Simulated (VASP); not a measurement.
# Al2BH (P-3m1) in VASP: notebook

Al2BH is run at these levels: PBE; tasks: single point, relaxation of cell and atoms.

Everything below comes from runs of VASP 6.6.1. Logs are shortened: lines on timing, memory, paths and dates and some standing lists are left out, and cuts for length are marked.

## 1. The cell of the first run

It takes space group P-3m1 (No. 164, trigonal). Conventional cell: a = 4.024 Å, b = 4.024 Å, c = 3.029 Å, α = 90.00°, β = 90.00°, γ = 120.00°. Al (site symmetry 3m) has 3 B at 2.41 Å and 6 H at 2.48 to 3.17 Å and 8 Al at 2.66 to 3.03 Å within 3.2 Å. B (site symmetry -3m) has 2 H at 1.51 Å within 2.0 Å. Within 2.0 Å of H (site symmetry -3m) lie 2 B at 1.51 Å.

The cell was built from a structure type or drawn by symmetry, and may not be a known phase.

## 2. Single point, PBE

The input, INCAR:

```
ALGO = Normal
EDIFF = 1E-6
ENCUT = 520
GGA = PE
ISIF = 2
ISMEAR = 0
LASPH = True
LCHARG = False
LREAL = False
LWAVE = False
NBANDS = 13
NELM = 60
PREC = Accurate
SIGMA = 0.1
```

The input, KPOINTS:

```
k-points
0
Gamma
  6 6 6
```

The input, POSCAR:

```
Al2BH
1.0
    4.0243388555      0.0000000000      0.0000000000
   -2.0121694278      3.4851796823      0.0000000000
    0.0000000000      0.0000000000      3.0290312967
Al B H
2 1 1
Direct
    0.3333333333      0.6666666667      0.7876960343
    0.6666666667      0.3333333333      0.2123039657
    0.0000000000      0.0000000000      0.0000000000
    0.0000000000      0.0000000000      0.5000000000
```

Potentials or basis: VASP PAW PBE potentials, release 64 (Al, B, H).

Launch:

```bash
$ cat potpaw_PBE.64/Al/POTCAR potpaw_PBE.64/B/POTCAR potpaw_PBE.64/H/POTCAR > POTCAR
$ mpirun -np 1 vasp_std > vasp.out
```

OUTCAR:

```text
EDIFF = 1E-6
   ENCUT = 520
   GGA = PE
   ISIF = 2
   ISMEAR = 0
   LASPH = True
   LREAL = False
   NELM = 60
   PREC = Accurate

 ion  position               nearest neighbor table
   1  0.333  0.667  0.788-   3 2.41   3 2.41   3 2.41   2 2.66   2 2.66   2 2.66   2 2.90   2 2.90
                             2 2.90
   2  0.667  0.333  0.212-   3 2.41   3 2.41   3 2.41   1 2.66   1 2.66   1 2.66   1 2.90   1 2.90
                             1 2.90
   3  0.000  0.000  0.000-   4 1.51   4 1.51   1 2.41   2 2.41   2 2.41   1 2.41   2 2.41   1 2.41

   4  0.000  0.000  0.500-   3 1.51   3 1.51

  LATTYP: Found a hexagonal cell.
 ALAT       =     4.0243388555
 C/A-ratio  =     0.7526779939

  Lattice vectors:

 A1 = (   4.0243388555,   0.0000000000,   0.0000000000)
 A2 = (  -2.0121694278,   3.4851796823,   0.0000000000)
 A3 = (   0.0000000000,   0.0000000000,   3.0290312967)

Analysis of symmetry for initial positions (statically):
=====================================================================
 Subroutine PRICEL returns:
 Original cell was already a primitive cell.

 Routine SETGRP: Setting up the symmetry group for a
 hexagonal supercell.

 Subroutine GETGRP returns: Found 12 space group operations
 (whereof 12 operations were pure point group operations)
 out of a pool of 24 trial point group operations.

The static configuration has the point symmetry D_3d.

Analysis of symmetry for dynamics (positions and initial velocities):
=====================================================================
 Subroutine PRICEL returns:
 Original cell was already a primitive cell.

 Routine SETGRP: Setting up the symmetry group for a
 hexagonal supercell.

 Subroutine GETGRP returns: Found 12 space group operations
 (whereof 12 operations were pure point group operations)
 out of a pool of 24 trial point group operations.

The dynamic configuration has the point symmetry D_3d.

 Subroutine INISYM returns: Found 12 space group operations
 (whereof 12 operations are pure point group operations),
 and found     1 'primitive' translations

----------------------------------------------------------------------------------------

                                     Primitive cell

  volume of cell :      42.4838

  direct lattice vectors                    reciprocal lattice vectors
     4.024338855  0.000000000  0.000000000     0.248488021  0.143464626  0.000000000
    -2.012169428  3.485179682  0.000000000     0.000000000  0.286929252  0.000000000
     0.000000000  0.000000000  3.029031297     0.000000000  0.000000000  0.330138550

  length of vectors
     4.024338855  4.024338856  3.029031297     0.286929252  0.286929252  0.330138550

  position of ions in fractional coordinates (direct lattice)
     0.333333333  0.666666667  0.787696034
     0.666666667  0.333333333  0.212303966
     0.000000000  0.000000000  0.000000000
     0.000000000  0.000000000  0.500000000

  ion indices of the primitive-cell ions
   primitive index   ion index
                 1           1
                 2           2
                 3           3
                 4           4

----------------------------------------------------------------------------------------

 KPOINTS: k-points

Automatic generation of k-mesh.
 Grid dimensions read from file:
 generate k-points for:    6    6    6

 Generating k-lattice:

  Cartesian coordinates                     Fractional coordinates (reciprocal lattice)
     0.041414670  0.023910771  0.000000000     0.166666667 -0.000000000  0.000000000
     0.000000000  0.047821542  0.000000000     0.000000000  0.166666667  0.000000000
     0.000000000  0.000000000  0.055023092     0.000000000  0.000000000  0.166666667

  Length of vectors
     0.047821542  0.047821542  0.055023092

  Shift w.r.t. Gamma in fractional coordinates (k-lattice)
     0.000000000  0.000000000  0.000000000

 Subroutine IBZKPT returns following result:
 ===========================================

 Found     34 irreducible k-points:

 Following reciprocal coordinates:
            Coordinates               Weight
  0.000000  0.000000  0.000000      1.000000
  0.166667 -0.000000  0.000000      6.000000
  0.333333 -0.000000  0.000000      6.000000
  0.500000 -0.000000  0.000000      3.000000
  0.166667  0.166667  0.000000      6.000000
  0.333333  0.166667  0.000000     12.000000
[... 16 lines left out ...]
  0.500000 -0.000000  0.333333      6.000000
  0.166667  0.166667  0.333333     12.000000
 [... further k-points ...]
   k-points           NKPTS =     34   k-points in BZ     NKDIM =     34   number of bands    NBANDS=     13
   number of dos      NEDOS =    301   number of ions     NIONS =      4
   total plane-waves  NPLWV =  21600
   dimension x,y,z NGX =    30 NGY =   30 NGZ =   24
   dimension x,y,z NGXF=    60 NGYF=   60 NGZF=   48
   ions per type =               2   1   1
   NGX,Y,Z   is equivalent  to a cutoff of  12.39, 12.39, 13.17 a.u.
   NGXF,Y,Z  is equivalent  to a cutoff of  24.79, 24.79, 26.34 a.u.
 SYSTEM =  unknown system
   PREC   = accura    normal or accurate (medium, high low for compatibility)
   ISTART =      0    job   : 0-new  1-cont  2-samecut
   ICHARG =      2    charge: 1-file 2-atom 10-const
   ISPIN  =      1    spin polarized calculation?
   LNONCOLLINEAR =      F non collinear calculations
   LSORBIT =      F    spin-orbit coupling
   LASPH  =      T    aspherical Exc in radial PAW
   ENCUT  =  520.0 eV  38.22 Ry    6.18 a.u.   7.48  7.48  5.63*2*pi/ulx,y,z
   NELM   =     60;   NELMIN=  2; NELMDL= -5     # of ELM steps
   EDIFF  = 0.1E-05   stopping-criterion for ELM
   LREAL  =      F    real-space projection
   EDIFFG = 0.1E-04   stopping-criterion for IOM
   NSW    =      0    number of steps for IOM
   IBRION =     -1    ionic relax: 0-MD 1-quasi-New 2-CG
   NFREE  =      0    steps in history (QN), initial steepest desc. (CG)
   ISIF   =      2    stress and relaxation
   ISYM   =      2    0-nonsym 1-usesym 2-fastsym
   POTIM  = 0.5000    time-step for ionic-motion
   TEBEG  =    0.0;   TEEND  =   0.0 temperature during run
   PSTRESS=    0.0 pullay stress
   NELECT =      10.0000    total number of electrons
   NUPDOWN=      -1.0000    fix difference up-down
   EMIN   =  10.00;   EMAX   =-10.00  energy-range for DOS
   EFERMI =   0.00;   METHOD = LEGACY
   ISMEAR =     0;   SIGMA  =   0.10  broadening in eV -4-tet -1-fermi 0-gaus
   EFERMI_NEDOS =   21; number of points for ismear=-14 and -15
   IALGO  =     38    algorithm
   IMIX   =      4    mixing-type and parameters
     AMIX     =   0.40;   BMIX     =  1.00
     AMIX_MAG =   1.60;   BMIX_MAG =  1.00
  volume/ion in A,a.u.               =      10.62        71.67
  Fermi-wavevector in a.u.,A,eV,Ry     =   1.010804  1.910143 13.901412  1.021725
  Thomas-Fermi vector in A             =   2.143815
   LORBIT       =      0    0 simple, 1 ext, 2 COOP (PROOUT), +10 PAW based schemes
   GGA     = PE    functional components
   LHFCALC =     F    Hartree Fock is set to
   AEXX    =    0.0000 exact exchange contribution
   IVDW    =     0    specifies the selected vdW correction
   LEPSILON=     F    determine dielectric tensor
   LRPA    =     F    only Hartree local field effects (RPA)
 non-spin polarized calculation
 Gauss-broadening in eV      SIGMA  =   0.10
  energy-cutoff  :      520.00
  volume of cell :       42.48
 maximum number of plane-waves:      1161
 NGX is ok and might be reduce to    30
   NGX = 15   NGY = 15   NGZ = 11

 number of electron      10.0000000 magnetization

 Free energy of the ion-electron system (eV)
  ---------------------------------------------------
  ext. energy  EPLUGINS =         0.00000000
  ---------------------------------------------------
  free energy    TOTEN  =       -15.68680414 eV

  energy without entropy =      -15.68025107  energy(sigma->0) =      -15.68352760

 E-fermi :   7.4511     XC(G=0): -10.6089

 val. band max:        7.3643468424   @ k =   0.1667   0.1667   0.1667
 cond. band min:       7.4828687384   @ k =   0.1667   0.1667   0.0000
 fundamental gap:      0.1185218960
 Fermi energy:         7.4511218495

 k-point     1 :       0.0000    0.0000    0.0000
  band No.  band energies     occupation
      1      -5.2389      2.00000
      2       4.4648      2.00000
      3       5.1808      2.00000
      4       5.1808      2.00000
      5       7.1980      1.99966
      6       7.1980      1.99966
      7       8.5810      0.00000
      8       9.5235      0.00000
      9       9.8470      0.00000
     10      18.0289      0.00000
     11      18.6625      0.00000
     12      19.7468      0.00000
     13      19.7468      0.00000

 k-point     2 :       0.1667   -0.0000    0.0000
  band No.  band energies     occupation
      1      -4.9446      2.00000
      2       2.3520      2.00000
      3       4.3891      2.00000
      4       5.3819      2.00000
      5       7.8315      0.00000
      6       8.5687      0.00000
      7       8.8412      0.00000
      8      10.0814      0.00000
      9      11.6431      0.00000
     10      17.3353      0.00000
     11      17.4583      0.00000
     12      18.7580      0.00000
     13      18.9214      0.00000

 k-point     3 :       0.3333   -0.0000    0.0000
  band No.  band energies     occupation
      1      -4.1129      2.00000
      2       0.0185      2.00000
      3       3.5736      2.00000
      4       4.4348      2.00000
      5       9.2080      0.00000
      6      10.0469      0.00000
      7      10.7391      0.00000
      8      11.0315      0.00000
      9      14.7204      0.00000
     10      15.6867      0.00000
     11      16.6673      0.00000
     12      17.3925      0.00000
     13      17.5275      0.00000

 k-point     4 :       0.5000   -0.0000    0.0000
  band No.  band energies     occupation
      1      -3.3121      2.00000
      2      -1.3133      2.00000
      3       3.2867      2.00000
      4       4.0948      2.00000
      5       9.4357      0.00000
      6      11.0579      0.00000
      7      11.4804      0.00000
      8      12.9623      0.00000
      9      15.0632      0.00000
     10      15.1876      0.00000
     11      15.7027      0.00000
     12      16.0945      0.00000
     13      17.8964      0.00000

 k-point     5 :       0.1667    0.1667    0.0000
  band No.  band energies     occupation
      1      -4.3775      2.00000
      2       0.9135      2.00000
      3       2.4437      2.00000
      4       6.8761      2.00000
      5       7.4829      0.65345
      6       9.1184      0.00000
      7      10.4910      0.00000
      8      11.1254      0.00000
      9      14.0739      0.00000
     10      16.4794      0.00000
     11      16.5675      0.00000
     12      17.0079      0.00000
     13      17.7804      0.00000
[... 257 lines left out ...]
 k-point    22 :       0.0000    0.3333    0.3333
  band No.  band energies     occupation
      1      -2.5286      2.00000
      2       1.3064      2.00000
      3       2.5464      2.00000
      4       4.8856      2.00000
      5       5.7116      2.00000
      6       7.1859      1.99982
      7      10.8947      0.00000
      8      11.0285      0.00000
      9      12.7885      0.00000
     10      12.8717      0.00000
     11      16.8607      0.00000
     12      18.5482      0.00000
     13      18.6842      0.00000

 k-point    23 :       0.5000   -0.0000    0.3333
  band No.  band energies     occupation
      1      -1.8111      2.00000
      2       0.3328      2.00000
      3       2.7018      2.00000
      4       4.6170      2.00000
      5       5.5733      2.00000
      6       6.2018      2.00000
      7      10.5788      0.00000
      8      10.7508      0.00000
      9      14.7603      0.00000
     10      15.0051      0.00000
     11      16.5440      0.00000
     12      17.8397      0.00000
     13      19.7510      0.00000

 k-point    24 :       0.1667    0.1667    0.3333
  band No.  band energies     occupation
      1      -2.7758      2.00000
      2       1.5794      2.00000
      3       2.9451      2.00000
      4       3.9520      2.00000
      5       6.7859      2.00000
      6       8.3627      0.00000
      7       9.4512      0.00000
      8      10.4533      0.00000
      9      13.2327      0.00000
     10      13.6676      0.00000
     11      15.1161      0.00000
     12      16.8043      0.00000
     13      18.6409      0.00000

 [... further k-points ...]

------------------------ aborting loop because EDIFF is reached ----------------------------------------

  FORCE on cell =-STRESS in cart. coord.  units (eV):
  Direction    XX          YY          ZZ          XY          YZ          ZX
  --------------------------------------------------------------------------------------
  -------------------------------------------------------------------------------------
  Total        0.0144135      0.0144135      0.0257275     -0.0000000      0.0000000     -0.0000000
  in kB        0.5435724      0.5435724      0.9702517     -0.0000000      0.0000000     -0.0000000
  external PRESSURE =       0.6857988 kB  Pullay stress =       0.0000000 kB

 VOLUME and BASIS-vectors are now :
 -----------------------------------------------------------------------------
  energy-cutoff  :      520.00
  volume of cell :       42.48
      direct lattice vectors                 reciprocal lattice vectors
     4.024338855  0.000000000  0.000000000     0.248488021  0.143464626  0.000000000
    -2.012169428  3.485179682  0.000000000     0.000000000  0.286929252  0.000000000
     0.000000000  0.000000000  3.029031297     0.000000000  0.000000000  0.330138550

 POSITION                                       TOTAL-FORCE (eV/Angst)
 -----------------------------------------------------------------------------------
     -0.00000      2.32345      2.38596        -0.000000      0.000000      0.021318
      2.01217      1.16173      0.64308         0.000000     -0.000000     -0.021318
      0.00000      0.00000      0.00000        -0.000000      0.000000      0.000000
      0.00000      0.00000      1.51452        -0.000000      0.000000      0.000000
 -----------------------------------------------------------------------------------
    total drift:                                0.000000     -0.000000     -0.000000

  FREE ENERGIE OF THE ION-ELECTRON SYSTEM (eV)
  ---------------------------------------------------
  free  energy   TOTEN  =       -15.6868041386 eV

  energy  without entropy=      -15.6802510676  energy(sigma->0) =      -15.68352760
```

Run time: 25 s. Hardware: 1 thread of Intel Xeon 8259CL, shared host; peak memory 0.15 GiB.

What came out:

- Free energy: -15.6868 eV
- Pressure: 0.1 GPa
- Largest force: 0.021 eV/Å
- Band gap on the k mesh: zero (bands 5 and 6 overlap by 4.88 eV)

Forces on the atoms (eV/Å):
```
Al   0.000  0.000  0.021
Al   0.000  0.000 -0.021
B    0.000  0.000  0.000
H    0.000  0.000  0.000
```

## 3. Relaxation of cell and atoms, PBE

This run uses another cell than the first one, of 12.15 Å³/atom.

The input, INCAR:

```
  PREC = Accurate
  ENCUT = 600
  EDIFF = 1E-7
  ISMEAR = 0
  SIGMA = 0.1
  LREAL = False
  LASPH = True
  NELM = 80
  ALGO = Normal
  ISIF = 3
  LWAVE = False
  LCHARG = False
  GGA = PE
  IBRION = 2
  NSW = 90
  EDIFFG = -0.04
```

The input, KPOINTS:

```
Automatic mesh
0
Gamma
  6 6 6
```

The input, POSCAR:

```
Al2BH
1.0
    4.2349757000      0.0000000000      0.0000000000
   -2.1174878500      3.6675965400      0.0000000000
    0.0000000000      0.0000000000      3.1300672400
Al B H
2 1 1
Direct
    0.3333333300      0.6666666700      0.5967895300
    0.6666666700      0.3333333300      0.4032104700
    0.0000000000      0.0000000000      0.0000000000
    0.0000000000      0.0000000000      0.5000000000
```

Potentials or basis: VASP PAW PBE potentials, release 64 (Al, B, H).

Launch:

```bash
$ cat potpaw_PBE.64/Al/POTCAR potpaw_PBE.64/B/POTCAR potpaw_PBE.64/H/POTCAR > POTCAR
$ mpirun -np 1 vasp_std > vasp.out
```

Wall time 5.8 min (1 thread of Intel Xeon 8259CL, shared host); peak memory 0.2 GiB.

It converged, with:

```yaml
Free_energy: -15.6892 eV
Relaxed_volume: 10.62 Å³/atom
Relaxed_cell: a = 4.028 Å, b = 4.028 Å, c = 3.025 Å, α = 90.00°, β = 90.00°, γ = 120.00°
Space_group_after_relaxing_to_0.1_Å: P-3m1 (No. 164)
Energy_gained_by_relaxing: 395.7 meV/atom
Ionic_steps: 19
Pressure_after_relaxing: 0.2 GPa
Largest_force_after_relaxing: 0.008 eV/Å
Band_gap_on_the_k_mesh: zero (bands 5 and 6 overlap by 4.89 eV)
```

Forces in eV/Å, atoms in the order of the input:
```
Al   0.000  0.000 -0.008
Al   0.000  0.000  0.008
B    0.000  0.000  0.000
H    0.000  0.000  0.000
```

Stress tensor (GPa, compression positive):
```
0.01 0.00 0.00
0.00 0.01 0.00
0.00 0.00 0.45
```

The path:
```tsv
step	energy change (eV)	largest force (eV/Å)	pressure (GPa)	volume (Å³)
1	0.0000	1.3388	-2.25	48.62
2	-0.2274	1.3792	-1.81	47.39
3	-0.4129	1.4491	-0.54	45.33
4	-0.1035	0.9412	15.88	40.81
5	-0.4234	1.4415	1.44	44.29
6	-0.4249	1.3232	6.18	42.59
7	-0.5660	1.1165	5.31	42.76
8	-0.7678	0.3285	5.14	43.28
9	-1.0631	0.2151	-0.48	44.55
10	-1.2300	0.0026	-4.78	46.11
11	-1.2193	0.6382	-7.76	48.89
12	-1.2750	0.2202	-6.56	47.19
13	-1.4069	0.5252	-2.56	44.86
14	-1.4371	0.7545	0.87	43.40
15	-1.4868	0.7027	1.01	43.12
16	-1.5511	0.4092	1.34	42.39
17	-1.5818	0.0104	-0.97	42.97
18	-1.5820	0.0196	-0.82	42.93
19	-1.5830	0.0079	0.15	42.50
```

Final structure:
```
Al B H
1.0
     4.02774    0.00000    0.00000
    -2.01387    3.48813    0.00000
     0.00000    0.00000    3.02493
Al B H
2 1 1
Direct
  0.33333 0.66667 0.78951
  0.66667 0.33333 0.21049
  0.00000 0.00000 0.00000
  0.00000 0.00000 0.50000
```

Levels at points of the mesh, in eV from the Fermi level:
| k point | band 3 | band 4 | band 5 | band 6 | band 7 | band 8 |
| --- | --- | --- | --- | --- | --- | --- |
| (0.00, 0.00, 0.00) | -2.27 | -2.27 | -0.27 | -0.27 | 1.16 | 2.06 |
| (0.50, 0.00, 0.00) | -4.17 | -3.37 | 2.02 | 3.64 | 4.04 | 5.50 |
| (0.00, 0.00, 0.50) | -0.87 | -0.55 | -0.55 | 2.16 | 2.66 | 2.66 |
| (0.50, 0.00, 0.50) | -5.77 | -3.78 | -2.03 | 0.24 | 0.72 | 1.85 |
